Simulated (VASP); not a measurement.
A run of VASP 6.6.1:

The input POSCAR:

```
BaZnPF
1.0
    4.1004193321      0.0000000000      0.0000000000
    0.0000000000      4.1004193321      0.0000000000
    0.0000000000      0.0000000000      9.3974714946
Ba Zn P F
2 2 2 2
Direct
    0.5000000000      0.0000000000      0.3311857407
    0.0000000000      0.5000000000      0.6688142593
    0.5000000000      0.5000000000      0.0000000000
    0.0000000000      0.0000000000      0.0000000000
    0.0000000000      0.5000000000      0.1468826657
    0.5000000000      0.0000000000      0.8531173343
    0.5000000000      0.5000000000      0.5000000000
    0.0000000000      0.0000000000      0.5000000000
```

Contents of INCAR.step1:

```
ALGO = Normal ; EDIFF = 1E-4
ENCUT = 520 ; GGA = PE
ISMEAR = 0 ; LASPH = True
LCHARG = False ; LREAL = False
LWAVE = True ; NBANDS = 44
NELM = 80 ; PREC = Accurate
SIGMA = 0.01
```

Contents of INCAR.step2:

```
ALGO = Normal ; EDIFF = 1E-6
ENCUT = 520 ; ISIF = 2
ISMEAR = 0 ; ISTART = 1
LASPH = True ; LCHARG = False
LMIXTAU = True ; LREAL = False
LWAVE = False ; METAGGA = R2SCAN
NBANDS = 44 ; NELM = 80
PREC = Accurate ; SIGMA = 0.01
```

File KPOINTS:

```
k-points
0
Gamma
  6 6 2
```

Potentials or basis: VASP PAW PBE potentials, release 64 (Ba_sv, Zn, P, F).

The run is started by

```bash
$ cat potpaw_PBE.64/Ba_sv/POTCAR potpaw_PBE.64/Zn/POTCAR potpaw_PBE.64/P/POTCAR potpaw_PBE.64/F/POTCAR > POTCAR
$ cp INCAR.step1 INCAR
$ mpirun -np 1 vasp_std > vasp.out
$ cp INCAR.step2 INCAR
$ mpirun -np 1 vasp_std > vasp.out
```

Hardware: 1 thread of Intel Xeon 8259CL, with other jobs on the host.

Question: How long does it take, and how much memory?

Answer: It took 12 min on 1 thread of Intel Xeon 8259CL, on a shared host, peak memory 0.34 GiB. Counts: k points 20.
